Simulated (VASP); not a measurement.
# P (Cmce) in VASP: further runs

Aim: see how the results for P move with the level of theory and the settings. Levels: PBE+D3(BJ), BLYP. Tasks: single point.

Everything below comes from runs of VASP 6.6.1. Logs are shortened: lines on timing, memory, paths and dates and some standing lists are left out, and cuts for length are marked.

### 1 The cell of the first run

The structure is orthorhombic, space group Cmce (No. 64). The conventional cell has a = 3.228 Å, b = 10.707 Å, c = 4.451 Å, α = 90.00°, β = 90.00°, γ = 90.00°. P (site symmetry m) has 3 P at 2.16 to 2.20 Å within 2.9 Å.

### 2 Single point, PBE+D3(BJ)

Input file INCAR:

```
SYSTEM = P
ALGO = Normal ; EDIFF = 1E-6
ENCUT = 520 ; GGA = PE
ISIF = 2 ; ISMEAR = -1
IVDW = 12 ; LASPH = .TRUE.
LCHARG = .FALSE. ; LREAL = .FALSE.
LWAVE = .FALSE. ; NBANDS = 18
NELM = 100 ; PREC = Accurate
SIGMA = 0.05
```

Input file KPOINTS:

```
k-points
0
G
  8 8 6
  0 0 0
```

Input file POSCAR:

```
P
1.0
    1.6141062751     -5.3534750391      0.0000000000
    1.6141062751      5.3534750391      0.0000000000
    0.0000000000      0.0000000000      4.4508823070
P
4
Direct
    0.9041431300      0.0958568700      0.5888151700
    0.0958568700      0.9041431300      0.4111848300
    0.5958568700      0.4041431300      0.0888151700
    0.4041431300      0.5958568700      0.9111848300
```

Potentials or basis: VASP PAW PBE potentials, release 64 (P).

The run is started by

```
cat potpaw_PBE.64/P/POTCAR > POTCAR
mpirun -np 1 vasp_std > vasp.out
```

OUTCAR:

```text
SYSTEM = P
   EDIFF = 1E-6
   ENCUT = 520
   GGA = PE
   ISIF = 2
   ISMEAR = -1
   IVDW = 12
   LASPH = .TRUE.
   LREAL = .FALSE.
   NELM = 100
   PREC = Accurate
 IVDW          = 12

 ion  position               nearest neighbor table
   1  0.904  0.096  0.589-   4 2.16   4 2.16   2 2.20
   2  0.096  0.904  0.411-   3 2.16   3 2.16   1 2.20
   3  0.596  0.404  0.089-   2 2.16   2 2.16   4 2.20
   4  0.404  0.596  0.911-   1 2.16   1 2.16   3 2.20

  LATTYP: Found a base centered orthorhombic cell.
 ALAT       =     3.2282125502
 B/A-ratio  =     3.3166806435
 C/A-ratio  =     1.3787451222

  Lattice vectors:

 A1 = (   1.6141062751,  -5.3534750391,   0.0000000000)
 A2 = (   1.6141062751,   5.3534750391,   0.0000000000)
 A3 = (   0.0000000000,   0.0000000000,   4.4508823070)

Analysis of symmetry for initial positions (statically):
=====================================================================
 Subroutine PRICEL returns:
 Original cell was already a primitive cell.

 Routine SETGRP: Setting up the symmetry group for a
 base centered orthorhombic supercell.

 Subroutine GETGRP returns: Found  8 space group operations
 (whereof  4 operations were pure point group operations)
 out of a pool of  8 trial point group operations.

The static configuration has the point symmetry C_2h.
 The point group associated with its full space group is D_2h.

Analysis of symmetry for dynamics (positions and initial velocities):
=====================================================================
 Subroutine PRICEL returns:
 Original cell was already a primitive cell.

 Routine SETGRP: Setting up the symmetry group for a
 base centered orthorhombic supercell.

 Subroutine GETGRP returns: Found  8 space group operations
 (whereof  4 operations were pure point group operations)
 out of a pool of  8 trial point group operations.

The dynamic configuration has the point symmetry C_2h.
 The point group associated with its full space group is D_2h.

 Subroutine INISYM returns: Found  8 space group operations
 (whereof  4 operations are pure point group operations),
 and found     1 'primitive' translations

----------------------------------------------------------------------------------------

                                     Primitive cell

  volume of cell :      76.9208

  direct lattice vectors                    reciprocal lattice vectors
     1.614106275 -5.353475039  0.000000000     0.309768946 -0.093397279  0.000000000
     1.614106275  5.353475039  0.000000000     0.309768946  0.093397279  0.000000000
     0.000000000  0.000000000  4.450882307     0.000000000  0.000000000  0.224674555

  length of vectors
     5.591514469  5.591514469  4.450882307     0.323542658  0.323542658  0.224674555

  position of ions in fractional coordinates (direct lattice)
     0.904143130  0.095856870  0.588815170
     0.095856870  0.904143130  0.411184830
     0.595856870  0.404143130  0.088815170
     0.404143130  0.595856870  0.911184830

  ion indices of the primitive-cell ions
   primitive index   ion index
                 1           1
                 2           2
                 3           3
                 4           4

----------------------------------------------------------------------------------------

 KPOINTS: k-points

Automatic generation of k-mesh.
 Grid dimensions read from file:
 generate k-points for:    8    8    6

 Generating k-lattice:

  Cartesian coordinates                     Fractional coordinates (reciprocal lattice)
     0.038721118 -0.011674660  0.000000000     0.125000000 -0.000000000  0.000000000
     0.038721118  0.011674660  0.000000000    -0.000000000  0.125000000  0.000000000
     0.000000000  0.000000000  0.037445759     0.000000000  0.000000000  0.166666667

  Length of vectors
     0.040442832  0.040442832  0.037445759

  Shift w.r.t. Gamma in fractional coordinates (k-lattice)
     0.000000000  0.000000000  0.000000000

 Subroutine IBZKPT returns following result:
 ===========================================

 Found     84 irreducible k-points:

 Following reciprocal coordinates:
            Coordinates               Weight
  0.000000  0.000000  0.000000      1.000000
  0.125000  0.000000  0.000000      4.000000
  0.250000  0.000000  0.000000      4.000000
  0.375000 -0.000000  0.000000      4.000000
  0.500000  0.000000  0.000000      2.000000
  0.125000  0.125000  0.000000      2.000000
[... 16 lines left out ...]
  0.125000  0.000000  0.166667      8.000000
  0.250000  0.000000  0.166667      8.000000
 [... further k-points ...]
   k-points           NKPTS =     84   k-points in BZ     NKDIM =     84   number of bands    NBANDS=     18
   number of dos      NEDOS =    301   number of ions     NIONS =      4
   total plane-waves  NPLWV =  63504
   dimension x,y,z NGX =    42 NGY =   42 NGZ =   36
   dimension x,y,z NGXF=    84 NGYF=   84 NGZF=   72
   ions per type =               4
   NGX,Y,Z   is equivalent  to a cutoff of  12.49, 12.49, 13.45 a.u.
   NGXF,Y,Z  is equivalent  to a cutoff of  24.97, 24.97, 26.89 a.u.
 SYSTEM =  P
   PREC   = accura    normal or accurate (medium, high low for compatibility)
   ISTART =      0    job   : 0-new  1-cont  2-samecut
   ICHARG =      2    charge: 1-file 2-atom 10-const
   ISPIN  =      1    spin polarized calculation?
   LNONCOLLINEAR =      F non collinear calculations
   LSORBIT =      F    spin-orbit coupling
   LASPH  =      T    aspherical Exc in radial PAW
   ENCUT  =  520.0 eV  38.22 Ry    6.18 a.u.  10.40 10.40  8.28*2*pi/ulx,y,z
   NELM   =    100;   NELMIN=  2; NELMDL= -5     # of ELM steps
   EDIFF  = 0.1E-05   stopping-criterion for ELM
   LREAL  =      F    real-space projection
   EDIFFG = 0.1E-04   stopping-criterion for IOM
   NSW    =      0    number of steps for IOM
   IBRION =     -1    ionic relax: 0-MD 1-quasi-New 2-CG
   NFREE  =      0    steps in history (QN), initial steepest desc. (CG)
   ISIF   =      2    stress and relaxation
   ISYM   =      2    0-nonsym 1-usesym 2-fastsym
   POTIM  = 0.5000    time-step for ionic-motion
   TEBEG  =    0.0;   TEEND  =   0.0 temperature during run
   PSTRESS=    0.0 pullay stress
   NELECT =      20.0000    total number of electrons
   NUPDOWN=      -1.0000    fix difference up-down
   EMIN   =  10.00;   EMAX   =-10.00  energy-range for DOS
   EFERMI =   0.00;   METHOD = LEGACY
   ISMEAR =    -1;   SIGMA  =   0.05  broadening in eV -4-tet -1-fermi 0-gaus
   EFERMI_NEDOS =   21; number of points for ismear=-14 and -15
   IALGO  =     38    algorithm
   IMIX   =      4    mixing-type and parameters
     AMIX     =   0.40;   BMIX     =  1.00
     AMIX_MAG =   1.60;   BMIX_MAG =  1.00
  volume/ion in A,a.u.               =      19.23       129.77
  Fermi-wavevector in a.u.,A,eV,Ry     =   1.044889  1.974554 14.854746  1.091793
  Thomas-Fermi vector in A             =   2.179661
   LORBIT       =      0    0 simple, 1 ext, 2 COOP (PROOUT), +10 PAW based schemes
   GGA     = PE    functional components
   LHFCALC =     F    Hartree Fock is set to
   AEXX    =    0.0000 exact exchange contribution
   IVDW    =    12    specifies the selected vdW correction
   LEPSILON=     F    determine dielectric tensor
   LRPA    =     F    only Hartree local field effects (RPA)
 non-spin polarized calculation
  energy-cutoff  :      520.00
  volume of cell :       76.92
 maximum number of plane-waves:      2095
 NGX is ok and might be reduce to    42
   NGX = 21   NGY = 21   NGZ = 17

 number of electron      19.9999999 magnetization

 Free energy of the ion-electron system (eV)
  ---------------------------------------------------
  ext. energy  EPLUGINS =         0.00000000
  ---------------------------------------------------
  free energy    TOTEN  =       -21.35978789 eV

  energy without entropy =      -21.35916374  energy(sigma->0) =      -21.35947581

 E-fermi :   6.5949     XC(G=0):  -9.6925

 val. band max:        6.5761329504   @ k =   0.5000   0.5000   0.0000
 cond. band min:       6.6004012914   @ k =   0.5000   0.5000   0.0000
 fundamental gap:      0.0242683410
 Fermi energy:         6.5948969227

 k-point     1 :       0.0000    0.0000    0.0000
  band No.  band energies     occupation
      1      -9.8087      2.00000
      2      -6.8597      2.00000
      3      -3.4283      2.00000
      4      -0.6149      2.00000
      5       1.3118      2.00000
      6       1.7759      2.00000
[... 10 lines left out ...]
     17      13.4358      0.00000
     18      14.0160      0.00000

 k-point     2 :       0.1250    0.0000    0.0000
  band No.  band energies     occupation
      1      -9.6064      2.00000
      2      -6.6700      2.00000
      3      -3.5012      2.00000
      4      -0.4346      2.00000
      5       1.2820      2.00000
      6       1.4118      2.00000
[... 10 lines left out ...]
     17      12.3699      0.00000
     18      13.5079      0.00000

 k-point     3 :       0.2500    0.0000    0.0000
  band No.  band energies     occupation
      1      -9.0058      2.00000
      2      -6.1009      2.00000
      3      -4.0170      2.00000
      4      -0.2708      2.00000
      5       0.0681      2.00000
      6       0.2075      2.00000
[... 10 lines left out ...]
     17      12.1476      0.00000
     18      13.3421      0.00000

 k-point     4 :       0.3750   -0.0000    0.0000
  band No.  band energies     occupation
      1      -8.0296      2.00000
      2      -5.2613      2.00000
      3      -5.1541      2.00000
      4      -2.1742      2.00000
      5       0.1741      2.00000
      6       0.6767      2.00000
[... 10 lines left out ...]
     17      13.1026      0.00000
     18      13.2422      0.00000

 k-point     5 :       0.5000    0.0000    0.0000
  band No.  band energies     occupation
      1      -6.7331      2.00000
      2      -6.7331      2.00000
      3      -3.8366      2.00000
      4      -3.8366      2.00000
      5       0.6875      2.00000
      6       0.6875      2.00000
[... 10 lines left out ...]
     17      12.9033      0.00000
     18      12.9033      0.00000

 k-point     6 :       0.1250    0.1250    0.0000
  band No.  band energies     occupation
      1      -9.0248      2.00000
      2      -6.0492      2.00000
      3      -4.0155      2.00000
      4      -0.2863      2.00000
      5       0.0001      2.00000
      6       0.1957      2.00000
[... 10 lines left out ...]
     17      12.1644      0.00000
     18      13.9671      0.00000

 k-point     7 :       0.2500    0.1250    0.0000
  band No.  band energies     occupation
      1      -8.0637      2.00000
      2      -5.2372      2.00000
      3      -5.0603      2.00000
      4      -2.2533      2.00000
      5       0.1705      2.00000
      6       0.5752      2.00000
[... 10 lines left out ...]
     17      12.8251      0.00000
     18      14.0899      0.00000

 k-point     8 :       0.3750    0.1250    0.0000
  band No.  band energies     occupation
      1      -6.7739      2.00000
      2      -6.6900      2.00000
      3      -3.9531      2.00000
      4      -3.7188      2.00000
      5       0.6491      2.00000
      6       0.7211      2.00000
[... 10 lines left out ...]
     17      12.8628      0.00000
     18      13.1312      0.00000
[... 229 lines left out ...]
     17      12.1316      0.00000
     18      12.5575      0.00000

 k-point    20 :      -0.3750    0.3750    0.0000
  band No.  band energies     occupation
      1      -9.6862      2.00000
      2      -7.1652      2.00000
      3      -3.3504      2.00000
      4      -0.0617      2.00000
      5       0.7958      2.00000
      6       1.2033      2.00000
[... 10 lines left out ...]
     17      12.5969      0.00000
     18      12.8310      0.00000

 k-point    21 :       0.5000    0.5000    0.0000
  band No.  band energies     occupation
      1      -9.6629      2.00000
      2      -7.2181      2.00000
      3      -3.3364      2.00000
      4       0.1519      2.00000
      5       0.5682      2.00000
      6       1.1212      2.00000
[... 10 lines left out ...]
     17      12.5905      0.00000
     18      12.6386      0.00000

 k-point    22 :       0.0000    0.0000    0.1667
  band No.  band energies     occupation
      1      -9.6574      2.00000
      2      -7.1070      2.00000
      3      -3.4374      2.00000
      4      -0.8127      2.00000
      5       1.2240      2.00000
      6       1.9323      2.00000
[... 10 lines left out ...]
     17      13.9052      0.00000
     18      14.2759      0.00000

 k-point    23 :       0.1250    0.0000    0.1667
  band No.  band energies     occupation
      1      -9.4561      2.00000
      2      -6.9200      2.00000
      3      -3.4637      2.00000
      4      -0.6850      2.00000
      5       1.0879      2.00000
      6       1.1878      2.00000
[... 10 lines left out ...]
     17      13.1955      0.00000
     18      13.7059      0.00000

 k-point    24 :       0.2500    0.0000    0.1667
  band No.  band energies     occupation
      1      -8.8595      2.00000
      2      -6.3726      2.00000
      3      -3.8277      2.00000
      4      -0.7849      2.00000
      5      -0.0710      2.00000
      6       0.4356      2.00000
[... 10 lines left out ...]
     17      12.1835      0.00000
     18      13.4390      0.00000

 [... further k-points ...]

------------------------ aborting loop because EDIFF is reached ----------------------------------------

 Edisp (eV)   -1.44722

 E8    (eV) :    -0.5472

  FORCE on cell =-STRESS in cart. coord.  units (eV):
  Direction    XX          YY          ZZ          XY          YZ          ZX
  --------------------------------------------------------------------------------------
  -------------------------------------------------------------------------------------
  Total       2.55264     1.39358     1.81466     0.00000     0.00000     0.00000
  in kB      53.16880    29.02674    37.79749     0.00000     0.00000     0.00000
  external pressure =       40.00 kB  Pullay stress =        0.00 kB

 VOLUME and BASIS-vectors are now :
 -----------------------------------------------------------------------------
  energy-cutoff  :      520.00
  volume of cell :       76.92
      direct lattice vectors                 reciprocal lattice vectors
     1.614106275 -5.353475039  0.000000000     0.309768946 -0.093397279  0.000000000
     1.614106275  5.353475039  0.000000000     0.309768946  0.093397279  0.000000000
     0.000000000  0.000000000  4.450882307     0.000000000  0.000000000  0.224674555

 POSITION                                       TOTAL-FORCE (eV/Angst)
 -----------------------------------------------------------------------------------
      1.61411     -4.32714      2.62075         0.000000      0.587827     -0.639160
      1.61411      4.32714      1.83014         0.000000     -0.587827      0.639160
      1.61411     -1.02633      0.39531         0.000000     -0.587827     -0.639160
      1.61411      1.02633      4.05558         0.000000      0.587827      0.639160
 -----------------------------------------------------------------------------------
    total drift:                               -0.000000     -0.000000      0.000000

  FREE ENERGIE OF THE ION-ELECTRON SYSTEM (eV)
  ---------------------------------------------------
  free  energy   TOTEN  =       -22.8070062380 eV

  energy  without entropy=      -22.8063820865  energy(sigma->0) =      -22.80669416
```

It took 53 s on 1 thread of Intel Xeon Platinum 8559C (Emerald Rapids), shared host; peak memory 0.27 GiB.

What came out:

| Quantity | Value |
| --- | --- |
| Free energy | -22.8070 eV |
| Pressure | 4.0 GPa |
| Largest force | 0.868 eV/Å |
| Band gap on the k mesh | 0.02 eV, direct |
| Dispersion energy per atom | -0.362 eV |

Forces on the atoms (eV/Å):
```
P    0.000  0.588 -0.639
P    0.000 -0.588  0.639
P    0.000 -0.588 -0.639
P    0.000  0.588  0.639
```

Stress tensor (GPa, compression positive):
```
5.32 0.00 0.00
0.00 2.90 0.00
0.00 0.00 3.78
```

Levels at points of the mesh, in eV from the valence-band top:
```tsv
k point	band 7	band 8	band 9	band 10	band 11	band 12	band 13	band 14
(0.00, 0.00, 0.00)	-4.27	-3.01	-2.67	-1.33	0.48	0.96	2.00	2.96
(0.50, 0.00, 0.00)	-3.58	-3.58	-2.79	-2.79	0.62	0.62	1.38	1.38
(0.50, 0.50, 0.00)	-4.37	-2.50	-1.71	0.00	0.02	0.75	2.29	2.84
(0.00, 0.00, 0.50)	-3.43	-3.43	-1.73	-1.73	1.58	1.58	2.97	2.97
(0.50, 0.00, 0.50)	-5.55	-5.55	-1.91	-1.91	1.60	1.60	3.53	3.53
(0.50, 0.50, 0.50)	-2.92	-2.92	-2.02	-2.02	1.45	1.45	2.70	2.70
```

A k mesh can miss the band edges.

### 3 Single point, PBE+D3(BJ)

This run uses another cell than the first one, of 19.64 Å³/atom, 1.021 times its volume.

Input file INCAR:

```
SYSTEM = P
PREC = Accurate
ENCUT = 520
EDIFF = 1E-6
ISMEAR = -1
SIGMA = 0.05
LREAL = .False.
LASPH = .True.
NELM = 80
ALGO = Normal
ISIF = 2
LWAVE = .False.
LCHARG = .False.
GGA = PE
IVDW = 12
NBANDS = 18
```

Input file KPOINTS:

```
Automatic mesh
0
Gamma
  8 8 6
  0 0 0
```

Input file POSCAR:

```
P
1.0
    1.6254735952     -5.3911768097      0.0000000000
    1.6254735952      5.3911768097      0.0000000000
    0.0000000000      0.0000000000      4.4822275814
P
4
Direct
    0.9041431300      0.0958568700      0.5888151700
    0.0958568700      0.9041431300      0.4111848300
    0.5958568700      0.4041431300      0.0888151700
    0.4041431300      0.5958568700      0.9111848300
```

Potentials or basis: VASP PAW PBE potentials, release 64 (P).

The run is started by

```
cat potpaw_PBE.64/P/POTCAR > POTCAR
mpirun -np 1 vasp_std > vasp.out
```

Run time: 61 s. Hardware: 1 thread of Intel Xeon Platinum 8559C (Emerald Rapids), shared host; peak memory 0.28 GiB.

It converged, with:

```yaml
Free_energy: -22.8383 eV
Pressure: 2.1 GPa
Largest_force: 0.662 eV/Å
Band_gap_on_the_k_mesh: 0.05 eV, direct
Dispersion_energy_per_atom: -0.354 eV
```

Forces on the atoms (eV/Å):
```
P    0.000  0.427 -0.506
P    0.000 -0.427  0.506
P    0.000 -0.427 -0.506
P    0.000  0.427  0.506
```

Stress tensor (GPa, compression positive):
```
2.90 0.00 0.00
0.00 1.43 0.00
0.00 0.00 2.01
```

Levels at points of the mesh, in eV from the valence-band top:
```
           k point  band 8  band 9  band 10  band 11  band 12  band 13
(0.00, 0.00, 0.00)   -2.94   -2.65    -1.30     0.50     0.97     1.95
(0.50, 0.00, 0.00)   -3.53   -2.76    -2.76     0.62     0.62     1.40
(0.50, 0.50, 0.00)   -2.49   -1.68     0.00     0.05     0.74     2.22
(0.00, 0.00, 0.50)   -3.39   -1.72    -1.72     1.52     1.52     2.93
(0.50, 0.00, 0.50)   -5.48   -1.89    -1.89     1.61     1.61     3.48
(0.50, 0.50, 0.50)   -2.88   -2.02    -2.02     1.42     1.42     2.64
```

[end of part 1 of 2]
